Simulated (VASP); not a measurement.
# Mn (Fm-3m) in VASP: relaxation of cell and atoms with PBE

Aim: the relaxation of cell and atoms of Mn with PBE.

Everything below comes from runs of VASP 6.6.1. Logs are shortened: lines on timing, memory, paths and dates and some standing lists are left out, and cuts for length are marked.

## 1. The cell of the first run

It takes space group Fm-3m (No. 225, cubic). Conventional cell: a = 3.544 Å, b = 3.544 Å, c = 3.544 Å, α = 90.00°, β = 90.00°, γ = 90.00°. Mn (site symmetry m-3m) has 12 Mn at 2.51 Å within 3.3 Å.

This isn't the form of Mn at room conditions, which is a 58-atom cubic cell.

## 2. Relaxation of cell and atoms, PBE, collinear spin, ferromagnetic start

The input, INCAR:

```
PREC = Accurate
ENCUT = 600
EDIFF = 1E-6
ISMEAR = -1
SIGMA = 0.08
LREAL = F
LASPH = T
NELM = 150
ALGO = Normal
ISIF = 3
LWAVE = F
LCHARG = F
ISPIN = 2
MAGMOM = 4
LORBIT = 11
LMAXMIX = 4
GGA = PE
IBRION = 2
NSW = 100
EDIFFG = -0.005
```

The input, KPOINTS:

```
regular mesh
0
Gamma
  16 16 16
```

The input, POSCAR:

```
Mn
1.0
    0.0000000000      1.7717639764      1.7717639764
    1.7717639764      0.0000000000      1.7717639764
    1.7717639764      1.7717639764      0.0000000000
Mn
1
Direct
    0.0000000000      0.0000000000      0.0000000000
```

Potentials or basis: VASP PAW PBE potentials, release 64 (Mn_pv).

The run is started by

```
> cat potpaw_PBE.64/Mn_pv/POTCAR > POTCAR
> mpirun -np 1 vasp_std > vasp.out
```

OUTCAR:

```text
PREC = Accurate
   ENCUT = 600
   EDIFF = 1E-6
   ISMEAR = -1
   LREAL = F
   LASPH = T
   NELM = 150
   ISIF = 3
   ISPIN = 2
   LORBIT = 11
   GGA = PE
   IBRION = 2
   NSW = 100
   EDIFFG = -0.005

 ion  position               nearest neighbor table
   1  0.000  0.000  0.000-

  LATTYP: Found a face centered cubic cell.
 ALAT       =     3.5435279528

  Lattice vectors:

 A1 = (   0.0000000000,   1.7717639764,   1.7717639764)
 A2 = (   1.7717639764,   0.0000000000,   1.7717639764)
 A3 = (   1.7717639764,   1.7717639764,   0.0000000000)

Analysis of symmetry for initial positions (statically):
=====================================================================
 Subroutine PRICEL returns:
 Original cell was already a primitive cell.

 Routine SETGRP: Setting up the symmetry group for a
 face centered cubic supercell.

 Subroutine GETGRP returns: Found 48 space group operations
 (whereof 48 operations were pure point group operations)
 out of a pool of 48 trial point group operations.

The static configuration has the point symmetry O_h .

Analysis of symmetry for dynamics (positions and initial velocities):
=====================================================================
 Subroutine PRICEL returns:
 Original cell was already a primitive cell.

 Routine SETGRP: Setting up the symmetry group for a
 face centered cubic supercell.

 Subroutine GETGRP returns: Found 48 space group operations
 (whereof 48 operations were pure point group operations)
 out of a pool of 48 trial point group operations.

The dynamic configuration has the point symmetry O_h .

Analysis of structural, dynamic, and magnetic symmetry:
=====================================================================
 Subroutine PRICEL returns:
 Original cell was already a primitive cell.

 Routine SETGRP: Setting up the symmetry group for a
 face centered cubic supercell.

 Subroutine GETGRP returns: Found 48 space group operations
 (whereof 48 operations were pure point group operations)
 out of a pool of 48 trial point group operations.

The overall configuration has the point symmetry O_h .

 Subroutine INISYM returns: Found 48 space group operations
 (whereof 48 operations are pure point group operations),
 and found     1 'primitive' translations

----------------------------------------------------------------------------------------

                                     Primitive cell

  volume of cell :      11.1237

  direct lattice vectors                    reciprocal lattice vectors
     0.000000000  1.771763976  1.771763976    -0.282204631  0.282204631  0.282204631
     1.771763976  0.000000000  1.771763976     0.282204631 -0.282204631  0.282204631
     1.771763976  1.771763976  0.000000000     0.282204631  0.282204631 -0.282204631

  length of vectors
     2.505652645  2.505652645  2.505652645     0.488792760  0.488792760  0.488792760

  position of ions in fractional coordinates (direct lattice)
     0.000000000  0.000000000  0.000000000

  ion indices of the primitive-cell ions
   primitive index   ion index
                 1           1

----------------------------------------------------------------------------------------

 KPOINTS: regular mesh

Automatic generation of k-mesh.
 Grid dimensions read from file:
 generate k-points for:   16   16   16

 Generating k-lattice:

  Cartesian coordinates                     Fractional coordinates (reciprocal lattice)
    -0.017637789  0.017637789  0.017637789     0.062500000  0.000000000  0.000000000
     0.017637789 -0.017637789  0.017637789     0.000000000  0.062500000  0.000000000
     0.017637789  0.017637789 -0.017637789     0.000000000  0.000000000  0.062500000

  Length of vectors
     0.030549547  0.030549547  0.030549547

  Shift w.r.t. Gamma in fractional coordinates (k-lattice)
     0.000000000  0.000000000  0.000000000

 Subroutine IBZKPT returns following result:
 ===========================================

 Found    145 irreducible k-points:

 Following reciprocal coordinates:
            Coordinates               Weight
  0.000000  0.000000  0.000000      1.000000
  0.062500  0.000000  0.000000      8.000000
  0.125000  0.000000  0.000000      8.000000
  0.187500  0.000000  0.000000      8.000000
  0.250000  0.000000  0.000000      8.000000
  0.312500  0.000000  0.000000      8.000000
[... 16 lines left out ...]
 -0.125000  0.062500  0.000000     24.000000
 -0.062500  0.062500  0.000000     12.000000
 [... further k-points ...]
   k-points           NKPTS =    145   k-points in BZ     NKDIM =    145   number of bands    NBANDS=     12
   number of dos      NEDOS =    301   number of ions     NIONS =      1
   total plane-waves  NPLWV =   8000
   dimension x,y,z NGX =    20 NGY =   20 NGZ =   20
   dimension x,y,z NGXF=    40 NGYF=   40 NGZF=   40
   ions per type =               1
   NGX,Y,Z   is equivalent  to a cutoff of  13.27, 13.27, 13.27 a.u.
   NGXF,Y,Z  is equivalent  to a cutoff of  26.54, 26.54, 26.54 a.u.
 SYSTEM =  unknown system
   PREC   = accura    normal or accurate (medium, high low for compatibility)
   ISTART =      0    job   : 0-new  1-cont  2-samecut
   ICHARG =      2    charge: 1-file 2-atom 10-const
   ISPIN  =      2    spin polarized calculation?
   LNONCOLLINEAR =      F non collinear calculations
   LSORBIT =      F    spin-orbit coupling
   LASPH  =      T    aspherical Exc in radial PAW
   ENCUT  =  600.0 eV  44.10 Ry    6.64 a.u.   5.00  5.00  5.00*2*pi/ulx,y,z
   NELM   =    150;   NELMIN=  2; NELMDL= -5     # of ELM steps
   EDIFF  = 0.1E-05   stopping-criterion for ELM
   LREAL  =      F    real-space projection
   EDIFFG = -.5E-02   stopping-criterion for IOM
   NSW    =    100    number of steps for IOM
   IBRION =      2    ionic relax: 0-MD 1-quasi-New 2-CG
   NFREE  =      1    steps in history (QN), initial steepest desc. (CG)
   ISIF   =      3    stress and relaxation
   ISYM   =      2    0-nonsym 1-usesym 2-fastsym
   POTIM  = 0.5000    time-step for ionic-motion
   TEBEG  =    0.0;   TEEND  =   0.0 temperature during run
   PSTRESS=    0.0 pullay stress
   NELECT =      13.0000    total number of electrons
   NUPDOWN=      -1.0000    fix difference up-down
   EMIN   =  10.00;   EMAX   =-10.00  energy-range for DOS
   EFERMI =   0.00;   METHOD = LEGACY
   ISMEAR =    -1;   SIGMA  =   0.08  broadening in eV -4-tet -1-fermi 0-gaus
   EFERMI_NEDOS =   21; number of points for ismear=-14 and -15
   IALGO  =     38    algorithm
   IMIX   =      4    mixing-type and parameters
     AMIX     =   0.40;   BMIX     =  1.00
     AMIX_MAG =   1.60;   BMIX_MAG =  1.00
  volume/ion in A,a.u.               =      11.12        75.07
  Fermi-wavevector in a.u.,A,eV,Ry     =   1.724408  3.258659 40.458062  2.973584
  Thomas-Fermi vector in A             =   2.800103
   LORBIT       =     11    0 simple, 1 ext, 2 COOP (PROOUT), +10 PAW based schemes
   GGA     = PE    functional components
   LHFCALC =     F    Hartree Fock is set to
   AEXX    =    0.0000 exact exchange contribution
   IVDW    =     0    specifies the selected vdW correction
   LEPSILON=     F    determine dielectric tensor
   LRPA    =     F    only Hartree local field effects (RPA)
 conjugate gradient relaxation of ions
 spin polarized calculation
  energy-cutoff  :      600.00
  volume of cell :       11.12
 maximum number of plane-waves:       388
   NGX =  9   NGY =  9   NGZ =  9

--------------------------------------- Ionic step        1  -------------------------------------------

 number of electron      12.9999987 magnetization      -0.0006620

 number of electron      12.9999987 magnetization       0.0001524

 Free energy of the ion-electron system (eV)
  ---------------------------------------------------
  ext. energy  EPLUGINS =         0.00000000
  ---------------------------------------------------
  free energy    TOTEN  =        -8.92012778 eV

  energy without entropy =       -8.88711838  energy(sigma->0) =       -8.90362308

------------------------ aborting loop because EDIFF is reached ----------------------------------------

  FORCE on cell =-STRESS in cart. coord.  units (eV):
  Direction    XX          YY          ZZ          XY          YZ          ZX
  --------------------------------------------------------------------------------------
  -------------------------------------------------------------------------------------
  Total       -0.6214551     -0.6214551     -0.6214551      0.0000000     -0.0000000      0.0000000
  in kB      -89.5102374    -89.5102374    -89.5102374      0.0000000     -0.0000000      0.0000000
  external PRESSURE =     -89.5102374 kB  Pullay stress =       0.0000000 kB
[... 94 lines left out ...]
  energy  without entropy=       -8.8995126431  energy(sigma->0) =       -8.91529167

--------------------------------------- Ionic step        4  -------------------------------------------

 number of electron      12.9999994 magnetization      -0.0000004

 Free energy of the ion-electron system (eV)
  ---------------------------------------------------
  ext. energy  EPLUGINS =         0.00000000
  ---------------------------------------------------
  free energy    TOTEN  =        -8.93107313 eV

  energy without entropy =       -8.89954308  energy(sigma->0) =       -8.91530810

 E-fermi :  10.5012     XC(G=0): -14.0244

 val. band max:       10.4977183178   @ k =  -0.2500   0.3125   0.0625
 cond. band min:      10.5136495242   @ k =   0.3750   0.3125   0.0000
 fundamental gap:      0.0159312063
 Fermi energy:        10.5012191081

 spin component 1

 k-point     1 :       0.0000    0.0000    0.0000
  band No.  band energies     occupation
      1     -37.1525      1.00000
      2     -37.1525      1.00000
      3     -37.1525      1.00000
      4       2.1950      1.00000
      5       9.3555      1.00000
      6       9.3555      1.00000
      7       9.3555      1.00000
      8      11.0432      0.00114
      9      11.0432      0.00114
     10      31.9018      0.00000
     11      37.7183      0.00000
     12      37.7183      0.00000
[... 331 lines left out ...]
 k-point    24 :      -0.0625    0.0625    0.0000
  band No.  band energies     occupation
      1     -37.2243      1.00000
      2     -37.1735      1.00000
      3     -37.1577      1.00000
      4       2.6316      1.00000
      5       9.1599      1.00000
      6       9.4821      1.00000
      7       9.5078      1.00000
      8      10.8946      0.00727
      9      11.0621      0.00090
     10      31.8351      0.00000
     11      34.8241      0.00000
     12      36.8973      0.00000

 [... further k-points ...]

 spin component 2

 k-point     1 :       0.0000    0.0000    0.0000
  band No.  band energies     occupation
      1     -37.1525      1.00000
      2     -37.1525      1.00000
      3     -37.1525      1.00000
      4       2.1950      1.00000
      5       9.3554      1.00000
      6       9.3555      1.00000
      7       9.3555      1.00000
      8      11.0432      0.00114
      9      11.0432      0.00114
     10      31.9018      0.00000
     11      37.7183      0.00000
     12      37.7183      0.00000
[... 373 lines left out ...]
  FREE ENERGIE OF THE ION-ELECTRON SYSTEM (eV)
  ---------------------------------------------------
  free  energy   TOTEN  =        -8.9310731289 eV

  energy  without entropy=       -8.8995430758  energy(sigma->0) =       -8.91530810

 reached required accuracy - stopping structural energy minimisation

 total charge

# of ion       s       p       d       tot
------------------------------------------
    1        0.427   6.406   5.149  11.982

 magnetization (x)

# of ion       s       p       d       tot
------------------------------------------
    1        0.000  -0.000  -0.000  -0.000
```

Wall time 81 s (1 thread of Intel Xeon Platinum 8375C at 2.90GHz (Ice Lake), shared host); peak memory 0.17 GiB.

What came out:

| Quantity | Value |
| --- | --- |
| Free energy | -8.9311 eV |
| Relaxed volume | 10.74 Å³/atom |
| Relaxed cell | a = 2.477 Å, b = 2.477 Å, c = 2.477 Å, α = 60.00°, β = 60.00°, γ = 60.00° |
| Space group after relaxing (to 0.1 Å) | Fm-3m (No. 225) |
| Energy gained by relaxing | 10.9 meV/atom |
| Ionic steps | 4 |
| Pressure after relaxing | 0.0 GPa |
| Net moment | 0.00 μB per cell |
| Valence electrons inside the program's atomic spheres | Mn 11.98 |

The path:
| step | energy change (eV) | largest force (eV/Å) | pressure (GPa) | volume (Å³) |
| --- | --- | --- | --- | --- |
| 1 | 0.0000 | 0.0000 | -8.95 | 11.12 |
| 2 | 0.0205 | 0.0000 | 17.98 | 10.15 |
| 3 | -0.0109 | 0.0000 | -0.17 | 10.75 |
| 4 | -0.0109 | 0.0000 | 0.00 | 10.74 |

Final structure:
```
CELL_PARAMETERS angstrom
0.00000 1.75128 1.75128
1.75128 0.00000 1.75128
1.75128 1.75128 0.00000
ATOMIC_POSITIONS crystal
Mn 0.00000 0.00000 0.00000
```

Caveat: the moments typed at the start vanished in this run.
